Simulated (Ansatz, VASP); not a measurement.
## YF: VASP beside Ansatz

```
Y F
1.0
     3.71154    0.00000    0.00000
     0.00000    3.71154    0.00000
     0.00000    0.00000    5.73802
Y F
2 2
Direct
  0.50000 0.00000 0.73368
  0.00000 0.50000 0.26632
  0.00000 0.00000 0.00000
  0.50000 0.50000 0.00000
```

Change from the starting cell: ordered vacancies on the anion sites of fluorite (P4/nmm, No. 129).

Alike in both runs: functional PBE; k mesh 12 × 12 × 8; occupations gaussian, width 0.1 eV; no spin polarisation.

Ansatz relaxed the structure, and its values are those at the end. VASP's run is a single point on that final structure, the one shown.

```csv
,VASP,Ansatz
version,VASP 6.6.1,Ansatz 0.2.0
potentials or method,"VASP PAW PBE potentials, release 64 (Y_sv, F), cutoff 520 eV","scalar-relativistic, plane waves, PAW"
valence electrons in the cell,36,36
```

VASP gave:

| Item | Value |
| --- | --- |
| gap on the k mesh at the Fermi level (eV) | none |
| pressure (GPa) | -0.1 |
| rms of the force components (eV/Å) | 0.007 |

Which values does Ansatz return?

gap on the k mesh at the Fermi level (eV): none; pressure (GPa): 0.0; rms of the force components (eV/Å): 0.001.

A gap of «none» marks a metal or a gap that the smearing closes. With one functional, cell and mesh, what is left measures potentials, basis and numerics.
